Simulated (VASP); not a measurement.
Crystal: Na.

```
CELL_PARAMETERS angstrom
5.73215 0.00000 0.00000
-2.86607 4.96419 0.00000
0.00000 0.00000 3.37677
ATOMIC_POSITIONS crystal
Na 0.33333 0.66667 0.50000
Na 0.66667 0.33333 0.50000
```

* Program: VASP 6.6.1
* Task: relaxation of cell and atoms
* Functional: PBE
* Potentials or basis: VASP PAW PBE potentials, release 64 (Na_pv)
* Cutoff: 600 eV
* k mesh: 12 × 12 × 16
* Occupations: gaussian, width 0.1 eV
* Spin: no spin polarisation

At the start: pressure 0.2 GPa; volume 48.04 Å³/atom.

Problem. Where does the relaxation end?

Solution. Over 10 steps the energy falls by 2.5 meV/atom and the volume is 51.16 Å³/atom (+6.5 %); space group P6/mmm (No. 191, to 0.05 Å).

The path:
| step | energy change (eV) | largest force (eV/Å) | pressure (GPa) | volume (Å³) |
| --- | --- | --- | --- | --- |
| 1 | 0.0000 | 0.0000 | 0.23 | 96.09 |
| 2 | -0.0014 | 0.0000 | 0.24 | 97.07 |
| 3 | -0.0042 | 0.0000 | 0.12 | 100.05 |
| 4 | -0.0029 | 0.0000 | -0.13 | 106.19 |
| 5 | -0.0046 | 0.0000 | -0.08 | 103.06 |
| 6 | -0.0047 | 0.0000 | 0.01 | 101.96 |
| 7 | -0.0047 | 0.0000 | -0.01 | 102.13 |
| 8 | -0.0049 | 0.0000 | -0.01 | 102.21 |
| 9 | -0.0050 | 0.0000 | 0.00 | 102.25 |
| 10 | -0.0050 | 0.0000 | 0.00 | 102.32 |

Final structure:
```
CELL_PARAMETERS angstrom
5.88406 0.00000 0.00000
-2.94203 5.09575 0.00000
0.00000 0.00000 3.41265
ATOMIC_POSITIONS crystal
Na 0.33333 0.66667 0.50000
Na 0.66667 0.33333 0.50000
```
